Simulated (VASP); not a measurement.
# SnC3 (P-4m2) in VASP: further runs, part 2 of 2

VASP 6.6.1. Earlier steps stand in the parts before.

### Step 3. Single point, PBEsol

Input file INCAR:

```
PREC     = Accurate       # precision mode
ENCUT    = 520            # plane-wave cutoff, eV
EDIFF    = 1E-7           # SCF threshold, eV
ISMEAR   = 1              # smearing method
SIGMA    = 0.05           # smearing width, eV
LREAL    = False          # projectors in reciprocal space
LASPH    = True           # aspherical terms in the spheres
NELM     = 80             # most SCF steps
ALGO     = Normal         # electronic algorithm
ISIF     = 2              # what is computed and relaxed
LWAVE    = False          # write WAVECAR
LCHARG   = False          # write CHGCAR
GGA      = PS             # functional
NBANDS   = 21             # bands
```

Input file KPOINTS:

```
Automatic mesh
0
Gamma
  6 6 4
```

Input file POSCAR:

```
SnC3
1.0
    2.9788882431      0.0000000000      0.0000000000
    0.0000000000      2.9788882431      0.0000000000
    0.0000000000      0.0000000000      4.6435166754
C Sn
3 1
Direct
    0.5000000000      0.0000000000      0.8203632750
    0.5000000000      0.5000000000      0.0000000000
    0.0000000000      0.5000000000      0.1796367250
    0.0000000000      0.0000000000      0.5000000000
```

Potentials or basis: VASP PAW PBE potentials, release 64 (C, Sn_d).

Launch:

```sh
cat potpaw_PBE.64/C/POTCAR potpaw_PBE.64/Sn_d/POTCAR > POTCAR
mpirun -np 1 vasp_std > vasp.out
```

OUTCAR:

```text
PREC = Accurate
   ENCUT = 520
   EDIFF = 1E-7
   ISMEAR = 1
   LREAL = False
   LASPH = True
   NELM = 80
   ISIF = 2
   GGA = PS

 ion  position               nearest neighbor table
   1  0.500  0.000  0.820-   2 1.71   2 1.71   4 2.11   4 2.11
   2  0.500  0.500  0.000-   1 1.71   3 1.71   1 1.71   3 1.71
   3  0.000  0.500  0.180-   2 1.71   2 1.71   4 2.11   4 2.11
   4  0.000  0.000  0.500-   1 2.11   3 2.11   3 2.11   1 2.11

  LATTYP: Found a simple tetragonal cell.
 ALAT       =     2.9788882431
 C/A-ratio  =     1.5588086214

  Lattice vectors:

 A1 = (   2.9788882431,   0.0000000000,   0.0000000000)
 A2 = (   0.0000000000,   2.9788882431,   0.0000000000)
 A3 = (   0.0000000000,   0.0000000000,   4.6435166754)

Analysis of symmetry for initial positions (statically):
=====================================================================
 Subroutine PRICEL returns:
 Original cell was already a primitive cell.

 Routine SETGRP: Setting up the symmetry group for a
 simple tetragonal supercell.

 Subroutine GETGRP returns: Found  8 space group operations
 (whereof  8 operations were pure point group operations)
 out of a pool of 16 trial point group operations.

The static configuration has the point symmetry D_2d.

Analysis of symmetry for dynamics (positions and initial velocities):
=====================================================================
 Subroutine PRICEL returns:
 Original cell was already a primitive cell.

 Routine SETGRP: Setting up the symmetry group for a
 simple tetragonal supercell.

 Subroutine GETGRP returns: Found  8 space group operations
 (whereof  8 operations were pure point group operations)
 out of a pool of 16 trial point group operations.

The dynamic configuration has the point symmetry D_2d.

 Subroutine INISYM returns: Found  8 space group operations
 (whereof  8 operations are pure point group operations),
 and found     1 'primitive' translations

----------------------------------------------------------------------------------------

                                     Primitive cell

  volume of cell :      41.2055

  direct lattice vectors                    reciprocal lattice vectors
     2.978888243  0.000000000  0.000000000     0.335695709  0.000000000  0.000000000
     0.000000000  2.978888243  0.000000000     0.000000000  0.335695709  0.000000000
     0.000000000  0.000000000  4.643516675     0.000000000  0.000000000  0.215354024

  length of vectors
     2.978888243  2.978888243  4.643516675     0.335695709  0.335695709  0.215354024

  position of ions in fractional coordinates (direct lattice)
     0.500000000  0.000000000  0.820363275
     0.500000000  0.500000000  0.000000000
     0.000000000  0.500000000  0.179636725
     0.000000000  0.000000000  0.500000000

  ion indices of the primitive-cell ions
   primitive index   ion index
                 1           1
                 2           2
                 3           3
                 4           4

----------------------------------------------------------------------------------------

 KPOINTS: Automatic mesh

Automatic generation of k-mesh.
 Grid dimensions read from file:
 generate k-points for:    6    6    4

 Generating k-lattice:

  Cartesian coordinates                     Fractional coordinates (reciprocal lattice)
     0.055949285  0.000000000  0.000000000     0.166666667  0.000000000  0.000000000
     0.000000000  0.055949285  0.000000000     0.000000000  0.166666667  0.000000000
     0.000000000  0.000000000  0.053838506     0.000000000  0.000000000  0.250000000

  Length of vectors
     0.055949285  0.055949285  0.053838506

  Shift w.r.t. Gamma in fractional coordinates (k-lattice)
     0.000000000  0.000000000  0.000000000

 Subroutine IBZKPT returns following result:
 ===========================================

 Found     30 irreducible k-points:

 Following reciprocal coordinates:
            Coordinates               Weight
  0.000000  0.000000  0.000000      1.000000
  0.166667  0.000000  0.000000      4.000000
  0.333333  0.000000  0.000000      4.000000
  0.500000  0.000000  0.000000      2.000000
  0.166667  0.166667  0.000000      4.000000
  0.333333  0.166667  0.000000      8.000000
[... 16 lines left out ...]
  0.333333  0.000000  0.500000      4.000000
  0.500000  0.000000  0.500000      2.000000
 [... further k-points ...]
   k-points           NKPTS =     30   k-points in BZ     NKDIM =     30   number of bands    NBANDS=     21
   number of dos      NEDOS =    301   number of ions     NIONS =      4
   total plane-waves  NPLWV =  20736
   dimension x,y,z NGX =    24 NGY =   24 NGZ =   36
   dimension x,y,z NGXF=    48 NGYF=   48 NGZF=   72
   ions per type =               3   1
   NGX,Y,Z   is equivalent  to a cutoff of  13.39, 13.39, 12.89 a.u.
   NGXF,Y,Z  is equivalent  to a cutoff of  26.79, 26.79, 25.78 a.u.
 SYSTEM =  unknown system
   PREC   = accura    normal or accurate (medium, high low for compatibility)
   ISTART =      0    job   : 0-new  1-cont  2-samecut
   ICHARG =      2    charge: 1-file 2-atom 10-const
   ISPIN  =      1    spin polarized calculation?
   LNONCOLLINEAR =      F non collinear calculations
   LSORBIT =      F    spin-orbit coupling
   LASPH  =      T    aspherical Exc in radial PAW
   ENCUT  =  520.0 eV  38.22 Ry    6.18 a.u.   5.54  5.54  8.63*2*pi/ulx,y,z
   NELM   =     80;   NELMIN=  2; NELMDL= -5     # of ELM steps
   EDIFF  = 0.1E-06   stopping-criterion for ELM
   LREAL  =      F    real-space projection
   EDIFFG = 0.1E-05   stopping-criterion for IOM
   NSW    =      0    number of steps for IOM
   IBRION =     -1    ionic relax: 0-MD 1-quasi-New 2-CG
   NFREE  =      0    steps in history (QN), initial steepest desc. (CG)
   ISIF   =      2    stress and relaxation
   ISYM   =      2    0-nonsym 1-usesym 2-fastsym
   POTIM  = 0.5000    time-step for ionic-motion
   TEBEG  =    0.0;   TEEND  =   0.0 temperature during run
   PSTRESS=    0.0 pullay stress
   NELECT =      26.0000    total number of electrons
   NUPDOWN=      -1.0000    fix difference up-down
   EMIN   =  10.00;   EMAX   =-10.00  energy-range for DOS
   EFERMI =   0.00;   METHOD = LEGACY
   ISMEAR =     1;   SIGMA  =   0.05  broadening in eV -4-tet -1-fermi 0-gaus
   EFERMI_NEDOS =   21; number of points for ismear=-14 and -15
   IALGO  =     38    algorithm
   IMIX   =      4    mixing-type and parameters
     AMIX     =   0.40;   BMIX     =  1.00
     AMIX_MAG =   1.60;   BMIX_MAG =  1.00
  volume/ion in A,a.u.               =      10.30        69.52
  Fermi-wavevector in a.u.,A,eV,Ry     =   1.404152  2.653463 26.825831  1.971643
  Thomas-Fermi vector in A             =   2.526742
   LORBIT       =      0    0 simple, 1 ext, 2 COOP (PROOUT), +10 PAW based schemes
   GGA     = PS    functional components
   LHFCALC =     F    Hartree Fock is set to
   AEXX    =    0.0000 exact exchange contribution
   IVDW    =     0    specifies the selected vdW correction
   LEPSILON=     F    determine dielectric tensor
   LRPA    =     F    only Hartree local field effects (RPA)
 non-spin polarized calculation
 Methfessel and Paxton  Order N= 1 SIGMA  =   0.05
  energy-cutoff  :      520.00
  volume of cell :       41.21
 maximum number of plane-waves:      1129
 NGX is ok and might be reduce to    24
   NGX = 11   NGY = 11   NGZ = 17

 number of electron      25.9999997 magnetization

 Free energy of the ion-electron system (eV)
  ---------------------------------------------------
  ext. energy  EPLUGINS =         0.00000000
  ---------------------------------------------------
  free energy    TOTEN  =       -27.37457221 eV

  energy without entropy =      -27.37461264  energy(sigma->0) =      -27.37458569

 E-fermi :  10.4002     XC(G=0): -12.1293

 val. band max:       10.3581308908   @ k =   0.0000   0.0000   0.0000
 cond. band min:      10.6786895077   @ k =   0.5000   0.0000   0.5000
 fundamental gap:      0.3205586169
 Fermi energy:        10.4002148080

 k-point     1 :       0.0000    0.0000    0.0000
  band No.  band energies     occupation
      1     -12.4128      2.00000
      2     -11.8489      2.00000
      3     -11.7473      2.00000
      4     -11.7391      2.00000
      5     -11.7391      2.00000
      6      -7.9353      2.00000
[... 13 lines left out ...]
     20      21.2934      0.00000
     21      21.3066      0.00000
[... 529 lines left out ...]
 k-point    24 :       0.5000    0.0000    0.5000
  band No.  band energies     occupation
      1     -12.1401      2.00000
      2     -12.0759      2.00000
      3     -11.8972      2.00000
      4     -11.7195      2.00000
      5     -11.6013      2.00000
      6      -4.9220      2.00000
[... 13 lines left out ...]
     20      19.7683      0.00000
     21      20.1070      0.00000

 [... further k-points ...]
[... 5 lines left out ...]
  --------------------------------------------------------------------------------------
  -------------------------------------------------------------------------------------
  Total       -0.7929750     -0.7929750     -0.7225450      0.0000000     -0.0000000      0.0000000
  in kB      -30.8329178    -30.8329178    -28.0944187      0.0000000     -0.0000000      0.0000000
  external PRESSURE =     -29.9200848 kB  Pullay stress =       0.0000000 kB

 VOLUME and BASIS-vectors are now :
 -----------------------------------------------------------------------------
  energy-cutoff  :      520.00
  volume of cell :       41.21
      direct lattice vectors                 reciprocal lattice vectors
     2.978888243  0.000000000  0.000000000     0.335695709  0.000000000  0.000000000
     0.000000000  2.978888243  0.000000000     0.000000000  0.335695709  0.000000000
     0.000000000  0.000000000  4.643516675     0.000000000  0.000000000  0.215354024

 POSITION                                       TOTAL-FORCE (eV/Angst)
 -----------------------------------------------------------------------------------
      1.48944      0.00000      3.80937         0.000000      0.000000      0.312279
      1.48944      1.48944      0.00000         0.000000     -0.000000      0.000000
      0.00000      1.48944      0.83415         0.000000      0.000000     -0.312279
      0.00000      0.00000      2.32176         0.000000      0.000000      0.000000
 -----------------------------------------------------------------------------------
    total drift:                                0.000000     -0.000000      0.000000

  FREE ENERGIE OF THE ION-ELECTRON SYSTEM (eV)
  ---------------------------------------------------
  free  energy   TOTEN  =       -27.3745722143 eV

  energy  without entropy=      -27.3746126367  energy(sigma->0) =      -27.37458569
```

Wall time 8.7 s (1 thread of Intel Xeon 6975P-C (Granite Rapids), shared host); peak memory 0.16 GiB.

What came out:

- Free energy: -27.3746 eV
- Pressure: -3.0 GPa
- Largest force: 0.312 eV/Å
- Band gap on the k mesh: 0.32 eV, indirect (least direct gap 0.56 eV)

Forces on the atoms (eV/Å):
```
C    0.000  0.000  0.312
C    0.000  0.000  0.000
C    0.000  0.000 -0.312
Sn   0.000  0.000  0.000
```

Stress tensor (GPa, compression positive):
```
-3.08  0.00  0.00
 0.00 -3.08  0.00
 0.00  0.00 -2.81
```

Caveat: the PAW data sets were made with another functional, which shifts forces and pressure a little; spin-orbit coupling is left out, which moves the levels of the heavy elements.

### Step 4. Single point, PBEsol

Input file INCAR:

```
SYSTEM = SnC3
  PREC = Accurate
  ENCUT = 520
  EDIFF = 1E-6
  ISMEAR = 0
  SIGMA = 0.01
  LREAL = .FALSE.
  LASPH = .TRUE.
  NELM = 80
  ALGO = Normal
  ISIF = 2
  LWAVE = .FALSE.
  LCHARG = .FALSE.
  GGA = PS
  NBANDS = 21
```

Input file KPOINTS:

```
Automatic mesh
0
Gamma
  6 6 4
  0.5 0.5 0.5
```

POSCAR is that of step 3.

Launch:

```sh
cat potpaw_PBE.64/C/POTCAR potpaw_PBE.64/Sn_d/POTCAR > POTCAR
mpirun -np 1 vasp_std > vasp.out
```

Run time: 4.5 s. Hardware: 1 thread of Intel Xeon 6975P-C (Granite Rapids), shared host; peak memory 0.15 GiB.

The run converged. Its results:

* Free energy: -27.3971 eV
* Pressure: -2.9 GPa
* Largest force: 0.355 eV/Å
* Band gap on the k mesh: 1.07 eV, indirect (least direct gap 1.52 eV)

Forces in eV/Å, atoms in the order of the input:
```
C    0.000  0.000  0.355
C    0.000  0.000  0.000
C    0.000  0.000 -0.355
Sn   0.000  0.000  0.000
```

Stress tensor (GPa, compression positive):
```
-3.09  0.00  0.00
 0.00 -3.09  0.00
 0.00  0.00 -2.49
```

Levels at points of the mesh, in eV from the valence-band top:
| k point | band 10 | band 11 | band 12 | band 13 | band 14 | band 15 | band 16 | band 17 |
| --- | --- | --- | --- | --- | --- | --- | --- | --- |
| (0.08, 0.08, 0.12) | -6.04 | -1.86 | -0.41 | 0.00 | 1.52 | 2.15 | 3.63 | 4.99 |

Caveat: the PAW data sets were made with another functional, which shifts forces and pressure a little; spin-orbit coupling is left out, which moves the levels of the heavy elements.

### Step 5. Single point, PBEsol

Input file INCAR:

```
  PREC = Accurate
  ENCUT = 520
  EDIFF = 1E-7
  ISMEAR = 0
  SIGMA = 0.5
  LREAL = F
  LASPH = T
  NELM = 100
  ALGO = Normal
  ISIF = 2
  LWAVE = F
  LCHARG = F
  GGA = PS
  NBANDS = 21
```

Input file KPOINTS:

```
Automatic mesh
0
Gamma
  6 6 4
```

POSCAR is that of step 4.

Launch:

```sh
cat potpaw_PBE.64/C/POTCAR potpaw_PBE.64/Sn_d/POTCAR > POTCAR
mpirun -np 1 vasp_std > vasp.out
```

Run time: 9.3 s. Hardware: 1 thread of Intel Xeon 6975P-C (Granite Rapids), shared host; peak memory 0.16 GiB.

It converged, with:

```yaml
Free_energy: -27.3873 eV
Pressure: -2.8 GPa
Largest_force: 0.382 eV/Å
Band_gap_on_the_k_mesh: 0.34 eV, indirect (least direct gap 0.58 eV)
```

Forces on the atoms (eV/Å):
```
C    0.000  0.000  0.382
C    0.000  0.000  0.000
C    0.000  0.000 -0.382
Sn   0.000  0.000  0.000
```

Stress tensor (GPa, compression positive):
```
-3.22  0.00  0.00
 0.00 -3.22  0.00
 0.00  0.00 -1.90
```

Levels at points of the mesh, in eV from the valence-band top:
| k point | band 10 | band 11 | band 12 | band 13 | band 14 | band 15 | band 16 | band 17 |
| --- | --- | --- | --- | --- | --- | --- | --- | --- |
| (0.00, 0.00, 0.00) | -6.25 | -1.62 | 0.00 | 0.00 | 0.58 | 0.99 | 2.65 | 4.76 |
| (0.50, 0.00, 0.00) | -6.87 | -6.50 | -5.19 | -0.74 | 1.92 | 3.14 | 4.06 | 6.08 |
| (0.50, 0.50, 0.00) | -6.75 | -5.56 | -5.56 | -3.66 | 0.60 | 0.60 | 1.99 | 2.22 |
| (0.00, 0.00, 0.50) | -5.93 | -5.58 | -1.18 | -1.18 | 0.52 | 1.80 | 4.03 | 4.88 |
| (0.50, 0.00, 0.50) | -5.19 | -3.45 | -2.88 | -0.55 | 0.34 | 2.33 | 2.80 | 5.83 |
| (0.50, 0.50, 0.50) | -6.72 | -6.72 | -6.68 | -6.25 | 3.62 | 3.62 | 4.78 | 5.92 |

Caveat: the PAW data sets were made with another functional, which shifts forces and pressure a little; spin-orbit coupling is left out, which moves the levels of the heavy elements.

### Step 6. The runs side by side

```tsv
k mesh	smearing	gap on the mesh (eV)	pressure (GPa)	largest force (eV/Å)
6 × 6 × 4	tetrahedron	0.32	-3.0	0.31
6 × 6 × 4	methfessel-paxton 0.05 eV	0.32	-3.0	0.31
6 × 6 × 4, shifted	gaussian 0.01 eV	1.07	-2.9	0.36
6 × 6 × 4	gaussian 0.5 eV	0.34	-2.8	0.38
```

Alike in all rows: task single point; level PBEsol; potentials or basis VASP PAW PBE potentials, release 64 (C, Sn_d); no spin polarisation; cell as given; cutoff (eV) 520.

On the cell as given the gap runs from 0.32 eV (PBEsol) to 1.07 eV (PBEsol).

Caveats: the PAW data sets were made with another functional, which shifts forces and pressure a little; spin-orbit coupling is left out, which moves the levels of the heavy elements.

Total energies depend on the potentials used, so only differences within one code and one set of settings carry meaning.
